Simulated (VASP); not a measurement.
# SrO (sol) (Fm-3m) in VASP: further runs

The runs below take SrO (sol) through single point, relaxation of cell and atoms, with PBEsol.

Everything below comes from runs of VASP 6.6.1. Logs are shortened: lines on timing, memory, paths and dates and some standing lists are left out, and cuts for length are marked.

## 1. The cell of the first run

The structure is cubic, space group Fm-3m (No. 225). Conventional cell: a = 5.123 Å, b = 5.123 Å, c = 5.123 Å, α = 90.00°, β = 90.00°, γ = 90.00°. Sr (site symmetry m-3m) has 6 O at 2.56 Å within 3.4 Å. O (site symmetry m-3m) has 6 Sr at 2.56 Å within 3.4 Å.

## 2. Single point, PBEsol

Contents of INCAR:

```
SYSTEM = SrO
PREC = Accurate
ENCUT = 520
EDIFF = 1E-6
ISMEAR = 0
SIGMA = 0.01
LREAL = .FALSE.
LASPH = .TRUE.
NELM = 60
ALGO = Normal
ISIF = 2
LWAVE = .FALSE.
LCHARG = .FALSE.
GGA = PS
NBANDS = 15
```

Contents of KPOINTS:

```
Automatic mesh
0
G
  6 6 6
  0 0 0
```

Contents of POSCAR:

```
SrO
1.0
    0.0000000000      2.5613268558      2.5613268558
    2.5613268558      0.0000000000      2.5613268558
    2.5613268558      2.5613268558      0.0000000000
Sr O
1 1
Direct
    0.0000000000      0.0000000000      0.0000000000
    0.5000000000      0.5000000000      0.5000000000
```

Potentials or basis: VASP PAW PBE potentials, release 64 (Sr_sv, O).

Run with:

```
> cat potpaw_PBE.64/Sr_sv/POTCAR potpaw_PBE.64/O/POTCAR > POTCAR
> mpirun -np 1 vasp_std > vasp.out
```

OUTCAR:

```text
SYSTEM = SrO
   PREC = Accurate
   ENCUT = 520
   EDIFF = 1E-6
   ISMEAR = 0
   LREAL = .FALSE.
   LASPH = .TRUE.
   NELM = 60
   ISIF = 2
   GGA = PS

 ion  position               nearest neighbor table
   1  0.000  0.000  0.000-   2 2.56   2 2.56   2 2.56   2 2.56   2 2.56   2 2.56
   2  0.500  0.500  0.500-   1 2.56   1 2.56   1 2.56   1 2.56   1 2.56   1 2.56

  LATTYP: Found a face centered cubic cell.
 ALAT       =     5.1226537116

  Lattice vectors:

 A1 = (   0.0000000000,   2.5613268558,   2.5613268558)
 A2 = (   2.5613268558,   0.0000000000,   2.5613268558)
 A3 = (   2.5613268558,   2.5613268558,   0.0000000000)

Analysis of symmetry for initial positions (statically):
=====================================================================
 Subroutine PRICEL returns:
 Original cell was already a primitive cell.

 Routine SETGRP: Setting up the symmetry group for a
 face centered cubic supercell.

 Subroutine GETGRP returns: Found 48 space group operations
 (whereof 48 operations were pure point group operations)
 out of a pool of 48 trial point group operations.

The static configuration has the point symmetry O_h .

Analysis of symmetry for dynamics (positions and initial velocities):
=====================================================================
 Subroutine PRICEL returns:
 Original cell was already a primitive cell.

 Routine SETGRP: Setting up the symmetry group for a
 face centered cubic supercell.

 Subroutine GETGRP returns: Found 48 space group operations
 (whereof 48 operations were pure point group operations)
 out of a pool of 48 trial point group operations.

The dynamic configuration has the point symmetry O_h .

 Subroutine INISYM returns: Found 48 space group operations
 (whereof 48 operations are pure point group operations),
 and found     1 'primitive' translations

----------------------------------------------------------------------------------------

                                     Primitive cell

  volume of cell :      33.6066

  direct lattice vectors                    reciprocal lattice vectors
     0.000000000  2.561326856  2.561326856    -0.195211321  0.195211321  0.195211321
     2.561326856  0.000000000  2.561326856     0.195211321 -0.195211321  0.195211321
     2.561326856  2.561326856  0.000000000     0.195211321  0.195211321 -0.195211321

  length of vectors
     3.622263177  3.622263177  3.622263177     0.338115927  0.338115927  0.338115927

  position of ions in fractional coordinates (direct lattice)
     0.000000000  0.000000000  0.000000000
     0.500000000  0.500000000  0.500000000

  ion indices of the primitive-cell ions
   primitive index   ion index
                 1           1
                 2           2

----------------------------------------------------------------------------------------

 KPOINTS: Automatic mesh

Automatic generation of k-mesh.
 Grid dimensions read from file:
 generate k-points for:    6    6    6

 Generating k-lattice:

  Cartesian coordinates                     Fractional coordinates (reciprocal lattice)
    -0.032535220  0.032535220  0.032535220     0.166666667  0.000000000  0.000000000
     0.032535220 -0.032535220  0.032535220     0.000000000  0.166666667  0.000000000
     0.032535220  0.032535220 -0.032535220     0.000000000  0.000000000  0.166666667

  Length of vectors
     0.056352654  0.056352654  0.056352654

  Shift w.r.t. Gamma in fractional coordinates (k-lattice)
     0.000000000  0.000000000  0.000000000

 Subroutine IBZKPT returns following result:
 ===========================================

 Found     16 irreducible k-points:

 Following reciprocal coordinates:
            Coordinates               Weight
  0.000000  0.000000  0.000000      1.000000
  0.166667  0.000000  0.000000      8.000000
  0.333333  0.000000  0.000000      8.000000
  0.500000  0.000000  0.000000      4.000000
  0.166667  0.166667  0.000000      6.000000
  0.333333  0.166667  0.000000     24.000000
[... 8 lines left out ...]
 -0.333333  0.333333  0.166667     24.000000
 -0.333333  0.500000  0.166667     12.000000
   k-points           NKPTS =     16   k-points in BZ     NKDIM =     16   number of bands    NBANDS=     15
   number of dos      NEDOS =    301   number of ions     NIONS =      2
   total plane-waves  NPLWV =  21952
   dimension x,y,z NGX =    28 NGY =   28 NGZ =   28
   dimension x,y,z NGXF=    56 NGYF=   56 NGZF=   56
   ions per type =               1   1
   NGX,Y,Z   is equivalent  to a cutoff of  12.85, 12.85, 12.85 a.u.
   NGXF,Y,Z  is equivalent  to a cutoff of  25.70, 25.70, 25.70 a.u.
 SYSTEM =  SrO
   PREC   = accura    normal or accurate (medium, high low for compatibility)
   ISTART =      0    job   : 0-new  1-cont  2-samecut
   ICHARG =      2    charge: 1-file 2-atom 10-const
   ISPIN  =      1    spin polarized calculation?
   LNONCOLLINEAR =      F non collinear calculations
   LSORBIT =      F    spin-orbit coupling
   LASPH  =      T    aspherical Exc in radial PAW
   ENCUT  =  520.0 eV  38.22 Ry    6.18 a.u.   6.74  6.74  6.74*2*pi/ulx,y,z
   NELM   =     60;   NELMIN=  2; NELMDL= -5     # of ELM steps
   EDIFF  = 0.1E-05   stopping-criterion for ELM
   LREAL  =      F    real-space projection
   EDIFFG = 0.1E-04   stopping-criterion for IOM
   NSW    =      0    number of steps for IOM
   IBRION =     -1    ionic relax: 0-MD 1-quasi-New 2-CG
   NFREE  =      0    steps in history (QN), initial steepest desc. (CG)
   ISIF   =      2    stress and relaxation
   ISYM   =      2    0-nonsym 1-usesym 2-fastsym
   POTIM  = 0.5000    time-step for ionic-motion
   TEBEG  =    0.0;   TEEND  =   0.0 temperature during run
   PSTRESS=    0.0 pullay stress
   NELECT =      16.0000    total number of electrons
   NUPDOWN=      -1.0000    fix difference up-down
   EMIN   =  10.00;   EMAX   =-10.00  energy-range for DOS
   EFERMI =   0.00;   METHOD = LEGACY
   ISMEAR =     0;   SIGMA  =   0.01  broadening in eV -4-tet -1-fermi 0-gaus
   EFERMI_NEDOS =   21; number of points for ismear=-14 and -15
   IALGO  =     38    algorithm
   IMIX   =      4    mixing-type and parameters
     AMIX     =   0.40;   BMIX     =  1.00
     AMIX_MAG =   1.60;   BMIX_MAG =  1.00
  volume/ion in A,a.u.               =      16.80       113.39
  Fermi-wavevector in a.u.,A,eV,Ry     =   1.278321  2.415676 22.233332  1.634104
  Thomas-Fermi vector in A             =   2.410870
   LORBIT       =      0    0 simple, 1 ext, 2 COOP (PROOUT), +10 PAW based schemes
   GGA     = PS    functional components
   LHFCALC =     F    Hartree Fock is set to
   AEXX    =    0.0000 exact exchange contribution
   IVDW    =     0    specifies the selected vdW correction
   LEPSILON=     F    determine dielectric tensor
   LRPA    =     F    only Hartree local field effects (RPA)
 non-spin polarized calculation
 Gauss-broadening in eV      SIGMA  =   0.01
  energy-cutoff  :      520.00
  volume of cell :       33.61
 maximum number of plane-waves:       934
   NGX = 13   NGY = 13   NGZ = 13

 number of electron      15.9999996 magnetization

 Free energy of the ion-electron system (eV)
  ---------------------------------------------------
  ext. energy  EPLUGINS =         0.00000000
  ---------------------------------------------------
  free energy    TOTEN  =       -12.63898832 eV

  energy without entropy =      -12.63898832  energy(sigma->0) =      -12.63898832

 E-fermi :   1.7099     XC(G=0): -10.3315

 val. band max:        1.5425198431   @ k =   0.0000   0.0000   0.0000
 cond. band min:       4.6891364691   @ k =   0.5000   0.5000   0.0000
 fundamental gap:      3.1466166260
 Fermi energy:         1.7099130251

 k-point     1 :       0.0000    0.0000    0.0000
  band No.  band energies     occupation
      1     -30.6561      2.00000
      2     -13.4694      2.00000
      3     -12.2966      2.00000
      4     -12.2966      2.00000
      5     -12.2966      2.00000
      6       1.5425      2.00000
      7       1.5425      2.00000
      8       1.5425      2.00000
      9       5.4448      0.00000
     10       7.7278      0.00000
     11       7.7278      0.00000
     12       7.7278      0.00000
     13       9.9487      0.00000
     14       9.9487      0.00000
     15      14.0804      0.00000

 k-point     2 :       0.1667    0.0000    0.0000
  band No.  band energies     occupation
      1     -30.6193      2.00000
      2     -14.0337      2.00000
      3     -12.3185      2.00000
      4     -12.3185      2.00000
      5     -11.8219      2.00000
      6       0.7899      2.00000
      7       1.2016      2.00000
      8       1.2016      2.00000
      9       6.6217      0.00000
     10       7.5092      0.00000
     11       8.2758      0.00000
     12       8.2758      0.00000
     13      10.6677      0.00000
     14      10.6677      0.00000
     15      15.7953      0.00000

 k-point     3 :       0.3333    0.0000    0.0000
  band No.  band energies     occupation
      1     -30.5446      2.00000
      2     -14.7410      2.00000
      3     -12.3614      2.00000
      4     -12.3614      2.00000
      5     -11.2938      2.00000
      6      -0.2713      2.00000
      7       0.6207      2.00000
      8       0.6207      2.00000
      9       7.6997      0.00000
     10       8.7706      0.00000
     11       9.6089      0.00000
     12       9.6089      0.00000
     13      12.2782      0.00000
     14      12.2782      0.00000
     15      17.4728      0.00000

 k-point     4 :       0.5000    0.0000    0.0000
  band No.  band energies     occupation
      1     -30.5066      2.00000
      2     -15.0222      2.00000
      3     -12.3824      2.00000
      4     -12.3824      2.00000
      5     -11.1021      2.00000
      6      -0.7049      2.00000
      7       0.3662      2.00000
      8       0.3662      2.00000
      9       8.0809      0.00000
     10       9.9194      0.00000
     11      10.4529      0.00000
     12      10.4529      0.00000
     13      13.6164      0.00000
     14      13.6164      0.00000
     15      16.4566      0.00000
[... 163 lines left out ...]
 k-point    14 :       0.5000    0.3333    0.1667
  band No.  band energies     occupation
      1     -30.4975      2.00000
      2     -14.4828      2.00000
      3     -12.7429      2.00000
      4     -12.5638      2.00000
      5     -11.6454      2.00000
      6       0.1661      2.00000
      7       0.6898      2.00000
      8       1.1784      2.00000
      9       6.5240      0.00000
     10       8.7488      0.00000
     11      10.4077      0.00000
     12      11.0433      0.00000
     13      12.4568      0.00000
     14      13.7253      0.00000
     15      15.8972      0.00000

 k-point    15 :      -0.3333    0.3333    0.1667
  band No.  band energies     occupation
      1     -30.4729      2.00000
      2     -14.4698      2.00000
      3     -12.8663      2.00000
      4     -12.7130      2.00000
      5     -11.6126      2.00000
      6       0.1714      2.00000
      7       0.8576      2.00000
      8       0.9241      2.00000
      9       7.7105      0.00000
     10       7.8300      0.00000
     11      10.6000      0.00000
     12      11.7404      0.00000
     13      13.1303      0.00000
     14      14.5427      0.00000
     15      15.3135      0.00000

 k-point    16 :      -0.3333    0.5000    0.1667
  band No.  band energies     occupation
      1     -30.4621      2.00000
      2     -14.0336      2.00000
      3     -13.1708      2.00000
      4     -12.8543      2.00000
      5     -11.9047      2.00000
      6       0.6317      2.00000
      7       1.0905      2.00000
      8       1.2049      2.00000
      9       6.1090      0.00000
     10       9.1032      0.00000
     11      10.0680      0.00000
     12      12.6641      0.00000
     13      12.8061      0.00000
     14      14.5267      0.00000
     15      15.0978      0.00000

------------------------ aborting loop because EDIFF is reached ----------------------------------------

  FORCE on cell =-STRESS in cart. coord.  units (eV):
  Direction    XX          YY          ZZ          XY          YZ          ZX
  --------------------------------------------------------------------------------------
  -------------------------------------------------------------------------------------
  Total        0.1308864      0.1308864      0.1308864      0.0000000      0.0000000      0.0000000
  in kB        6.2399363      6.2399363      6.2399363      0.0000000      0.0000000      0.0000000
  external PRESSURE =       6.2399363 kB  Pullay stress =       0.0000000 kB

 VOLUME and BASIS-vectors are now :
 -----------------------------------------------------------------------------
  energy-cutoff  :      520.00
  volume of cell :       33.61
      direct lattice vectors                 reciprocal lattice vectors
     0.000000000  2.561326856  2.561326856    -0.195211321  0.195211321  0.195211321
     2.561326856  0.000000000  2.561326856     0.195211321 -0.195211321  0.195211321
     2.561326856  2.561326856  0.000000000     0.195211321  0.195211321 -0.195211321

 POSITION                                       TOTAL-FORCE (eV/Angst)
 -----------------------------------------------------------------------------------
      0.00000      0.00000      0.00000         0.000000      0.000000     -0.000000
      2.56133      2.56133      2.56133         0.000000      0.000000      0.000000
 -----------------------------------------------------------------------------------
    total drift:                                0.000000      0.000000      0.000000

  FREE ENERGIE OF THE ION-ELECTRON SYSTEM (eV)
  ---------------------------------------------------
  free  energy   TOTEN  =       -12.6389883185 eV

  energy  without entropy=      -12.6389883185  energy(sigma->0) =      -12.63898832
```

Run time: 8 s. Hardware: 1 thread of Intel Xeon Platinum 8488C (Sapphire Rapids), shared host; peak memory 0.16 GiB.

Results:

```
Free energy            : -12.6390 eV
Pressure               : 0.6 GPa
Band gap on the k mesh : 3.15 eV, indirect (least direct gap 3.23 eV)
```

Levels at points of the mesh, in eV from the valence-band top:
| k point | band 4 | band 5 | band 6 | band 7 | band 8 | band 9 | band 10 | band 11 | band 12 | band 13 |
| --- | --- | --- | --- | --- | --- | --- | --- | --- | --- | --- |
| (0.00, 0.00, 0.00) | -13.84 | -13.84 | 0.00 | 0.00 | 0.00 | 3.90 | 6.19 | 6.19 | 6.19 | 8.41 |
| (0.50, 0.00, 0.00) | -13.92 | -12.64 | -2.25 | -1.18 | -1.18 | 6.54 | 8.38 | 8.91 | 8.91 | 12.07 |
| (0.50, 0.50, 0.00) | -14.23 | -14.23 | -0.42 | -0.08 | -0.08 | 3.15 | 7.85 | 10.27 | 10.32 | 11.25 |

Caveat: the PAW data sets were made with another functional, which shifts forces and pressure a little. A k mesh can miss the band edges.

## 3. Single point, PBEsol

Contents of INCAR:

```
PREC     = Accurate       # precision mode
ENCUT    = 520            # plane-wave cutoff, eV
EDIFF    = 1E-6           # SCF threshold, eV
ISMEAR   = 0              # smearing method
SIGMA    = 0.01           # smearing width, eV
LREAL    = F              # projectors in reciprocal space
LASPH    = T              # aspherical terms in the spheres
NELM     = 100            # most SCF steps
ALGO     = Normal         # electronic algorithm
ISIF     = 2              # what is computed and relaxed
LWAVE    = F              # write WAVECAR
LCHARG   = T              # write CHGCAR
GGA      = PS             # functional
LELF     = T              # ELF
LVHAR    = T            
NBANDS   = 15             # bands
```

Contents of KPOINTS:

```
regular mesh
0
Gamma
  6 6 6
```

POSCAR is that of step 2.

Potentials or basis: VASP PAW PBE potentials, release 64 (Sr_sv, O).

Run with:

```
> cat potpaw_PBE.64/Sr_sv/POTCAR potpaw_PBE.64/O/POTCAR > POTCAR
> mpirun -np 1 vasp_std > vasp.out
```

Run time: 11 s. Hardware: 1 thread of Intel Xeon Platinum 8488C (Sapphire Rapids), shared host; peak memory 0.16 GiB.

The run converged. Its results:

```
Free energy            : -12.6390 eV
Pressure               : 0.6 GPa
Band gap on the k mesh : 3.15 eV, indirect (least direct gap 3.23 eV)
```

Levels at points of the mesh, in eV from the valence-band top:
```csv
k point,band 5,band 6,band 7,band 8,band 9,band 10,band 11,band 12
"(0.00, 0.00, 0.00)",-13.84,0.00,0.00,0.00,3.90,6.19,6.19,6.19
"(0.50, 0.00, 0.00)",-12.64,-2.25,-1.18,-1.18,6.54,8.38,8.91,8.91
"(0.50, 0.50, 0.00)",-14.23,-0.42,-0.08,-0.08,3.15,7.85,10.27,10.32
```

Caveat: the PAW data sets were made with another functional, which shifts forces and pressure a little.

## 4. Relaxation of cell and atoms, PBEsol

This run uses another cell than the first one, of 17.17 Å³/atom, 1.022 times its volume.

Contents of INCAR:

```
SYSTEM = SrO
PREC     = Accurate       ! precision mode
ENCUT    = 600            ! plane-wave cutoff, eV
EDIFF    = 1E-6           ! SCF threshold, eV
ISMEAR   = 0              ! smearing method
SIGMA    = 0.02           ! smearing width, eV
LREAL    = .FALSE.        ! projectors in reciprocal space
LASPH    = .TRUE.         ! aspherical terms in the spheres
NELM     = 60             ! most SCF steps
ALGO     = Normal         ! electronic algorithm
ISIF     = 3              ! what is computed and relaxed
LWAVE    = .FALSE.        ! write WAVECAR
LCHARG   = .FALSE.        ! write CHGCAR
GGA      = PS             ! functional
IBRION   = 2              ! ionic algorithm
NSW      = 100            ! ionic steps
EDIFFG   = -0.002         ! ionic threshold
```

Contents of KPOINTS:

```
Automatic mesh
0
G
  6 6 6
  0 0 0
```

Contents of POSCAR:

```
SrO
1.0
    0.0000000000      2.5800000000      2.5800000000
    2.5800000000      0.0000000000      2.5800000000
    2.5800000000      2.5800000000      0.0000000000
Sr O
1 1
Direct
    0.0000000000      0.0000000000      0.0000000000
    0.5000000000      0.5000000000      0.5000000000
```

Run with:

```
> cat potpaw_PBE.64/Sr_sv/POTCAR potpaw_PBE.64/O/POTCAR > POTCAR
> mpirun -np 1 vasp_std > vasp.out
```

It took 27 s on 1 thread of Intel Xeon Platinum 8488C (Sapphire Rapids), shared host; peak memory 0.17 GiB.

It converged, with:

* Free energy: -12.6416 eV
* Relaxed volume: 16.90 Å³/atom
* Relaxed cell: a = 3.629 Å, b = 3.629 Å, c = 3.629 Å, α = 60.00°, β = 60.00°, γ = 60.00°
* Space group after relaxing (to 0.05 Å): Fm-3m (No. 225)
* Energy gained by relaxing: 1.3 meV/atom
* Ionic steps: 3
* Pressure after relaxing: 0.0 GPa
* Band gap on the k mesh: 3.15 eV, indirect (least direct gap 3.24 eV)

Step by step:
| step | energy change (eV) | largest force (eV/Å) | pressure (GPa) | volume (Å³) |
| --- | --- | --- | --- | --- |
| 1 | 0.0000 | 0.0000 | -1.46 | 34.35 |
| 2 | -0.0021 | 0.0000 | 0.63 | 33.58 |
| 3 | -0.0025 | 0.0000 | 0.00 | 33.80 |

Final structure:
```
Sr O
1.0
     0.00000    2.56615    2.56615
     2.56615    0.00000    2.56615
     2.56615    2.56615    0.00000
Sr O
1 1
Direct
  0.00000 0.00000 0.00000
  0.50000 0.50000 0.50000
```

Levels at points of the mesh, in eV from the valence-band top:
| k point | band 4 | band 5 | band 6 | band 7 | band 8 | band 9 | band 10 | band 11 | band 12 |
| --- | --- | --- | --- | --- | --- | --- | --- | --- | --- |
| (0.00, 0.00, 0.00) | -13.86 | -13.86 | 0.00 | 0.00 | 0.00 | 3.86 | 6.17 | 6.17 | 6.17 |
| (0.50, 0.00, 0.00) | -13.95 | -12.67 | -2.24 | -1.16 | -1.16 | 6.51 | 8.33 | 8.88 | 8.88 |
| (0.50, 0.50, 0.00) | -14.25 | -14.25 | -0.43 | -0.08 | -0.08 | 3.15 | 7.81 | 10.23 | 10.27 |

Caveat: the PAW data sets were made with another functional, which shifts forces and pressure a little.
